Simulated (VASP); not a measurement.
# PtS2 in VASP: relaxation of the atoms with PBE+D3(BJ)

Aim: the relaxation of the atoms of PtS2 with PBE+D3(BJ).

All numbers are computed with VASP 6.6.1; they aren't measurements. Logs are shortened: lines on timing, memory, paths and dates and some standing lists are left out, and cuts for length are marked.

**1. The cell of the first run**

The cell holds a slab with vacuum, 6 atoms: a = 3.543 Å, b = 3.543 Å, c = 24.558 Å, α = 90.00°, β = 90.00°, γ = 120.00°.

**2. Relaxation of the atoms, PBE+D3(BJ)**

The input, INCAR:

```
SYSTEM = PtS2
PREC     = Accurate       ! precision mode
ENCUT    = 450            ! plane-wave cutoff, eV
EDIFF    = 1E-7           ! SCF threshold, eV
ISMEAR   = 0              ! smearing method
SIGMA    = 0.05           ! smearing width, eV
LREAL    = .FALSE.        ! projectors in reciprocal space
LASPH    = .TRUE.         ! aspherical terms in the spheres
NELM     = 120            ! most SCF steps
ALGO     = Normal         ! electronic algorithm
ISIF     = 2              ! what is computed and relaxed
LWAVE    = .FALSE.        ! write WAVECAR
LCHARG   = .FALSE.        ! write CHGCAR
LDIPOL   = .TRUE.       
IDIPOL   = 3            
DIPOL    = 0.5 0.5 0.500
GGA      = PE             ! functional
IVDW     = 12             ! dispersion correction
IBRION   = 2              ! ionic algorithm
NSW      = 60             ! ionic steps
EDIFFG   = -0.04          ! ionic threshold
GGA_COMPAT= .FALSE.      
NELMIN   = 4            
NELMDL   = -8
```

The input, KPOINTS:

```
Automatic mesh
0
G
  9 9 1
  0 0 0
```

The input, POSCAR:

```
PtS2
1.0
    3.5431994800      0.0000000000      0.0000000000
   -1.7715997400      3.0685007600      0.0000000000
    0.0000000000      0.0000000000     24.5582002285
S Pt
4 2
Direct
    0.6666666700      0.3333333300      0.3461165688
    0.3333333300      0.6666666700      0.4487055229
    0.6666666700      0.3333333300      0.5512944771
    0.3333333300      0.6666666700      0.6538834312
    0.0000000000      0.0000000000      0.3974110459
    0.0000000000      0.0000000000      0.6025889541
```

Potentials or basis: VASP PAW PBE potentials, release 64 (S, Pt_sv_GW).

On the command line:

```bash
$ cat potpaw_PBE.64/S/POTCAR potpaw_PBE.64/Pt_sv_GW/POTCAR > POTCAR
$ mpirun -np 1 vasp_std > vasp.out
```

OUTCAR:

```text
SYSTEM = PtS2
   PREC = Accurate
   ENCUT = 450
   EDIFF = 1E-7
   ISMEAR = 0
   LREAL = .FALSE.
   LASPH = .TRUE.
   NELM = 120
   ISIF = 2
   GGA = PE
   IVDW = 12
   IBRION = 2
   NSW = 60
   EDIFFG = -0.04
   NELMIN = 4
   NELMDL = -8
 IVDW          = 12

 ion  position               nearest neighbor table
   1  0.667  0.333  0.346-   5 2.40   5 2.40   5 2.40
   2  0.333  0.667  0.449-   5 2.40   5 2.40   5 2.40
   3  0.667  0.333  0.551-   6 2.40   6 2.40   6 2.40
   4  0.333  0.667  0.654-   6 2.40   6 2.40   6 2.40
   5  0.000  0.000  0.397-   2 2.40   1 2.40   2 2.40   2 2.40   1 2.40   1 2.40
   6  0.000  0.000  0.603-   3 2.40   4 2.40   3 2.40   3 2.40   4 2.40   4 2.40

  LATTYP: Found a hexagonal cell.
 ALAT       =     3.5431994800
 C/A-ratio  =     6.9310803321

  Lattice vectors:

 A1 = (   3.5431994800,   0.0000000000,   0.0000000000)
 A2 = (  -1.7715997400,   3.0685007600,   0.0000000000)
 A3 = (   0.0000000000,   0.0000000000,  24.5582002285)

Analysis of symmetry for initial positions (statically):
=====================================================================
 Subroutine PRICEL returns:
 Original cell was already a primitive cell.

 Routine SETGRP: Setting up the symmetry group for a
 hexagonal supercell.

 Subroutine GETGRP returns: Found 12 space group operations
 (whereof 12 operations were pure point group operations)
 out of a pool of 24 trial point group operations.

The static configuration has the point symmetry D_3d.

Analysis of symmetry for dynamics (positions and initial velocities):
=====================================================================
 Subroutine PRICEL returns:
 Original cell was already a primitive cell.

 Routine SETGRP: Setting up the symmetry group for a
 hexagonal supercell.

 Subroutine GETGRP returns: Found 12 space group operations
 (whereof 12 operations were pure point group operations)
 out of a pool of 24 trial point group operations.

The dynamic configuration has the point symmetry D_3d.

 Subroutine INISYM returns: Found 12 space group operations
 (whereof 12 operations are pure point group operations),
 and found     1 'primitive' translations

----------------------------------------------------------------------------------------

                                     Primitive cell

  volume of cell :     267.0044

  direct lattice vectors                    reciprocal lattice vectors
     3.543199480  0.000000000  0.000000000     0.282230793  0.162946024  0.000000000
    -1.771599740  3.068500760  0.000000000     0.000000000  0.325892049  0.000000000
     0.000000000  0.000000000 24.558200228     0.000000000  0.000000000  0.040719596

  length of vectors
     3.543199480  3.543199480 24.558200228     0.325892049  0.325892049  0.040719596

  position of ions in fractional coordinates (direct lattice)
     0.666666670  0.333333330  0.346116569
     0.333333330  0.666666670  0.448705523
     0.666666670  0.333333330  0.551294477
     0.333333330  0.666666670  0.653883431
     0.000000000  0.000000000  0.397411046
     0.000000000  0.000000000  0.602588954

  ion indices of the primitive-cell ions
   primitive index   ion index
                 1           1
                 2           2
                 3           3
                 4           4
                 5           5
                 6           6

----------------------------------------------------------------------------------------

 KPOINTS: Automatic mesh

Automatic generation of k-mesh.
 Grid dimensions read from file:
 generate k-points for:    9    9    1

 Generating k-lattice:

  Cartesian coordinates                     Fractional coordinates (reciprocal lattice)
     0.031358977  0.018105114  0.000000000     0.111111111  0.000000000  0.000000000
     0.000000000  0.036210228  0.000000000     0.000000000  0.111111111  0.000000000
     0.000000000  0.000000000  0.040719596     0.000000000  0.000000000  1.000000000

  Length of vectors
     0.036210228  0.036210228  0.040719596

  Shift w.r.t. Gamma in fractional coordinates (k-lattice)
     0.000000000  0.000000000  0.000000000

 Subroutine IBZKPT returns following result:
 ===========================================

 Found     12 irreducible k-points:

 Following reciprocal coordinates:
            Coordinates               Weight
  0.000000  0.000000  0.000000      1.000000
  0.111111 -0.000000  0.000000      6.000000
  0.222222  0.000000  0.000000      6.000000
  0.333333  0.000000  0.000000      6.000000
  0.444444  0.000000  0.000000      6.000000
  0.111111  0.111111  0.000000      6.000000
  0.222222  0.111111  0.000000     12.000000
  0.333333  0.111111  0.000000     12.000000
  0.444444  0.111111  0.000000      6.000000
  0.222222  0.222222  0.000000      6.000000
  0.333333  0.222222  0.000000     12.000000
  0.333333  0.333333  0.000000      2.000000
   k-points           NKPTS =     12   k-points in BZ     NKDIM =     12   number of bands    NBANDS=     36
   number of dos      NEDOS =    301   number of ions     NIONS =      6
   total plane-waves  NPLWV = 141120
   dimension x,y,z NGX =    28 NGY =   28 NGZ =  180
   dimension x,y,z NGXF=    56 NGYF=   56 NGZF=  360
   ions per type =               4   2
   NGX,Y,Z   is equivalent  to a cutoff of  13.14, 13.14, 12.19 a.u.
   NGXF,Y,Z  is equivalent  to a cutoff of  26.28, 26.28, 24.37 a.u.
 SYSTEM =  PtS2
   PREC   = accura    normal or accurate (medium, high low for compatibility)
   ISTART =      0    job   : 0-new  1-cont  2-samecut
   ICHARG =      2    charge: 1-file 2-atom 10-const
   ISPIN  =      1    spin polarized calculation?
   LNONCOLLINEAR =      F non collinear calculations
   LSORBIT =      F    spin-orbit coupling
   LASPH  =      T    aspherical Exc in radial PAW
   ENCUT  =  450.0 eV  33.07 Ry    5.75 a.u.   6.13  6.13 42.48*2*pi/ulx,y,z
   NELM   =    120;   NELMIN=  4; NELMDL= -8     # of ELM steps
   EDIFF  = 0.1E-06   stopping-criterion for ELM
   LREAL  =      F    real-space projection
   EDIFFG = -.4E-01   stopping-criterion for IOM
   NSW    =     60    number of steps for IOM
   IBRION =      2    ionic relax: 0-MD 1-quasi-New 2-CG
   NFREE  =      1    steps in history (QN), initial steepest desc. (CG)
   ISIF   =      2    stress and relaxation
   ISYM   =      2    0-nonsym 1-usesym 2-fastsym
   POTIM  = 0.5000    time-step for ionic-motion
   TEBEG  =    0.0;   TEEND  =   0.0 temperature during run
   PSTRESS=    0.0 pullay stress
   NELECT =      60.0000    total number of electrons
   NUPDOWN=      -1.0000    fix difference up-down
   EMIN   =  10.00;   EMAX   =-10.00  energy-range for DOS
   EFERMI =   0.00;   METHOD = LEGACY
   ISMEAR =     0;   SIGMA  =   0.05  broadening in eV -4-tet -1-fermi 0-gaus
   EFERMI_NEDOS =   21; number of points for ismear=-14 and -15
   IALGO  =     38    algorithm
   IMIX   =      4    mixing-type and parameters
     AMIX     =   0.40;   BMIX     =  1.00
     AMIX_MAG =   1.60;   BMIX_MAG =  1.00
  volume/ion in A,a.u.               =      44.50       300.31
  Fermi-wavevector in a.u.,A,eV,Ry     =   0.995296  1.880838 13.478136  0.990615
  Thomas-Fermi vector in A             =   2.127307
   LORBIT       =      0    0 simple, 1 ext, 2 COOP (PROOUT), +10 PAW based schemes
   GGA     = PE    functional components
   LHFCALC =     F    Hartree Fock is set to
   AEXX    =    0.0000 exact exchange contribution
   IVDW    =    12    specifies the selected vdW correction
   LEPSILON=     F    determine dielectric tensor
   LRPA    =     F    only Hartree local field effects (RPA)
 conjugate gradient relaxation of ions
 non-spin polarized calculation
 Gauss-broadening in eV      SIGMA  =   0.05
  energy-cutoff  :      450.00
  volume of cell :      267.00
 maximum number of plane-waves:      5820
 NGX is ok and might be reduce to    28
   NGX = 13   NGY = 13   NGZ = 85

--------------------------------------- Ionic step        1  -------------------------------------------

 number of electron      60.0000004 magnetization

 Free energy of the ion-electron system (eV)
  ---------------------------------------------------
  ext. energy  EPLUGINS =         0.00000000
  ---------------------------------------------------
  free energy    TOTEN  =       -30.71405074 eV

  energy without entropy =      -30.71405074  energy(sigma->0) =      -30.71405074

------------------------ aborting loop because EDIFF is reached ----------------------------------------

 Edisp (eV)   -2.07751

 E8    (eV) :    -0.8636
[... 35 lines left out ...]
--------------------------------------- Ionic step        2  -------------------------------------------

 number of electron      60.0000000 magnetization

 dipolmoment           0.000000      0.000000      0.000000 electrons x Angstroem

------------------------ aborting loop because EDIFF is reached ----------------------------------------

 Edisp (eV)   -2.08010

 E8    (eV) :    -0.8648
[... 79 lines left out ...]
--------------------------------------- Ionic step        4  -------------------------------------------

 number of electron      59.9999996 magnetization

 dipolmoment           0.000000      0.000000     -0.000000 electrons x Angstroem

 Free energy of the ion-electron system (eV)
  ---------------------------------------------------
  ext. energy  EPLUGINS =         0.00000000
  ---------------------------------------------------
  free energy    TOTEN  =       -30.72647025 eV

  energy without entropy =      -30.72647025  energy(sigma->0) =      -30.72647025

 E-fermi :  -0.2753     XC(G=0):  -4.9067

 val. band max:       -0.6859467317   @ k =   0.1111  -0.0000   0.0000
 cond. band min:       0.3430447915   @ k =   0.2222   0.0000   0.0000
 fundamental gap:      1.0289915232
 Fermi energy:        -0.2753304785

 k-point     1 :       0.0000    0.0000    0.0000
  band No.  band energies     occupation
      1    -100.0133      2.00000
      2    -100.0132      2.00000
      3     -54.2223      2.00000
      4     -54.2223      2.00000
      5     -54.2221      2.00000
      6     -54.2221      2.00000
[... 457 lines left out ...]
     35       4.9947      0.00000
     36       5.9876      0.00000

------------------------ aborting loop because EDIFF is reached ----------------------------------------

 vacuum level on the upper side and lower side of the slab       (xc-potential included)        -0.081        -0.081

 Edisp (eV)   -2.08149

 E8    (eV) :    -0.8652

  FORCE on cell =-STRESS in cart. coord.  units (eV):
  Direction    XX          YY          ZZ          XY          YZ          ZX
  --------------------------------------------------------------------------------------
  -------------------------------------------------------------------------------------
  Total      -0.51760    -0.51760    -1.16960    -0.00000     0.00000     0.00000
  in kB      -3.10586    -3.10586    -7.01823    -0.00000     0.00000     0.00000
  external pressure =       -4.41 kB  Pullay stress =        0.00 kB
[... 21 lines left out ...]
  FREE ENERGIE OF THE ION-ELECTRON SYSTEM (eV)
  ---------------------------------------------------
  free  energy   TOTEN  =       -32.8079646997 eV

  energy  without entropy=      -32.8079646997  energy(sigma->0) =      -32.80796470

 reached required accuracy - stopping structural energy minimisation

 vacuum level on the upper side and lower side of the slab         4.852         4.852
```

It took 6 min on 1 thread of Intel Xeon Platinum 8375C at 2.90GHz (Ice Lake), shared host; peak memory 0.43 GiB.

What came out:

| Property | Result |
| --- | --- |
| Free energy | -32.8080 eV |
| Energy gained by relaxing | 2.7 meV/atom |
| Ionic steps | 4 |
| Largest force after relaxing | 0.028 eV/Å |
| Band gap on the k mesh | 1.03 eV (least direct gap 1.34 eV) |
| Dispersion energy per atom | -0.347 eV |

Forces in eV/Å, atoms in the order of the input:
```
S    0.000  0.000  0.028
S    0.000  0.000  0.026
S    0.000  0.000 -0.026
S    0.000  0.000 -0.028
Pt   0.000  0.000  0.021
Pt   0.000  0.000 -0.021
```

The path:
```tsv
step	energy change (eV)	largest force (eV/Å)	pressure (GPa)
1	0.0000	0.3873	-1.12
2	-0.0140	0.1693	-0.71
3	-0.0143	0.1649	-0.63
4	-0.0164	0.0283	-0.44
```

Final structure:
```xyz
6
Lattice="3.5432 0.0000 0.0000 -1.7716 3.0685 0.0000 0.0000 0.0000 24.5582" Properties=species:S:1:pos:R:3 pbc="T T T"
S     1.7716    1.0228    8.5208
S     0.0000    2.0457   10.9952
S     1.7716    1.0228   13.5630
S     0.0000    2.0457   16.0374
Pt    0.0000    0.0000    9.7704
Pt    0.0000    0.0000   14.7878
```

Caveat: spin-orbit coupling is left out, which moves the levels of the heavy elements.
